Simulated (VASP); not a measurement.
Crystal: CoO.

```
CELL_PARAMETERS angstrom
3.19765 0.00000 0.00000
-1.59882 2.76924 0.00000
0.00000 0.00000 5.22871
ATOMIC_POSITIONS crystal
Co 0.33333 0.66667 0.50336
Co 0.00000 0.00000 0.00347
O 0.33333 0.66667 0.87156
O 0.00000 0.00000 0.37161
```

Base run:

- Program: VASP 6.6.1
- Functional: PBE
- Potentials or basis: VASP PAW PBE potentials, release 64 (Co_sv, O)
- Cutoff: 700 eV
- k mesh: 8 × 8 × 5
- Occupations: fermi-dirac, width 0.05 eV
- Spin: collinear spin, ferromagnetic start
- Starting moments: [4.0, 4.0, 0.0, 0.0] μB
- Fixed moment: 8 μB

Its results: pressure 13.3 GPa; site moments Co +2.86; O +0.59 μB; largest force 0.184 eV/Å.

**Question.** The run is repeated on the same cell with these changes: functional from PBE to PBEsol. What comes out?

**Answer.** Pressure 6.0 GPa; site moments Co +2.86; O +0.60 μB; largest force 0.146 eV/Å.

PBEsol binds more tightly than PBE, so the same cell stands under less pressure.

Caveats: the cell stands under pressure; the total moment is fixed, so each spin has its own Fermi level and the state may be an excited one; the PAW data sets were made with another functional, which shifts forces and pressure a little (at least some runs).
